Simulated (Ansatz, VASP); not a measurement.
**One calculation of O, two programs**

INCAR

```
SYSTEM = O
PREC = Accurate
ENCUT = 520
EDIFF = 1E-6
ISMEAR = -1
SIGMA = 0.02
LREAL = .FALSE.
LASPH = .TRUE.
NELM = 80
ALGO = Normal
ISIF = 2
LWAVE = .FALSE.
LCHARG = .FALSE.
GGA = PS
NBANDS = 13
```

File KPOINTS:

```
regular mesh
0
G
  10 10 10
  0 0 0
```

POSCAR

```
O
1.0
    1.4091155319      0.8135532316      3.4083000000
   -1.4091155319      0.8135532316      3.4083000000
    0.0000000000     -1.6271064633      3.4083000000
O
2
Direct
    0.0577000000      0.0577000000      0.0577000000
    0.9423000000      0.9423000000      0.9423000000
```

Input for Ansatz:

```yaml
crystal:
  lattice:
    - [1.4091155319, 0.8135532316, 3.4083]
    - [-1.4091155319, 0.8135532316, 3.4083]
    - [0.0, -1.6271064633, 3.4083]
  atoms:
    - { symbol: O, position: [0.0577, 0.0577, 0.0577] }
    - { symbol: O, position: [0.9423, 0.9423, 0.9423] }
kpoints:
  mp_grid: { grid: [10, 10, 10] }
  band_path:
    path:
      - [0.0, 0.0, 0.0]
      - [0.5, 0.5, 0.5]
      - [0.7953489517, 0.2046510483, 0.5]
      - [0.5, -0.2046510483, 0.2046510483]
      - [0.5, 0.0, 0.0]
      - [0.0, 0.0, 0.0]
      - [0.3523255242, -0.3523255242, 0.0]
      - [0.6476744758, 0.0, 0.3523255242]
      - [0.5, 0.0, 0.5]
    npoints: 5
scf:
  occupations: { method: fermi_dirac, width: 0.02 }
hamiltonian:
  xc: pbesol
  pseudopotentials: { kind: all_electron, lapw: { basis_error: 0.0005 } }
output:
  forces: true
  stress: true
  eigenvalues: true
```

Change from the starting cell: equal xx and yy strain of -1 %.

Alike in both runs: task single point; functional PBEsol; k mesh 10 × 10 × 10; occupations fermi-dirac, width 0.02 eV; no spin polarisation.

|  | VASP | Ansatz |
| --- | --- | --- |
| version | VASP 6.6.1 | Ansatz 0.2.0 |
| potentials or method | VASP PAW PBE potentials, release 64 (O), cutoff 520 eV | all-electron LAPW, scalar-relativistic |

```csv
,VASP,Ansatz,Ansatz less VASP
pressure (GPa),6.1,2.0,-4.16
"traceless stress, the component that is largest in VASP (GPa)",30.31,21.32,-8.985
rms of the force components (eV/Å),2.262,1.282,-0.9802
```

VASP's potentials were made for PBE, not for PBEsol. Atom by atom the forces differ by 0.980 eV/Å (rms over components). Ansatz ran all-electron here, and VASP with PAW potentials.

Noted on VASP's run: the standard files for N, O and F lose accuracy on very short bonds; spin is off for a triplet molecule.
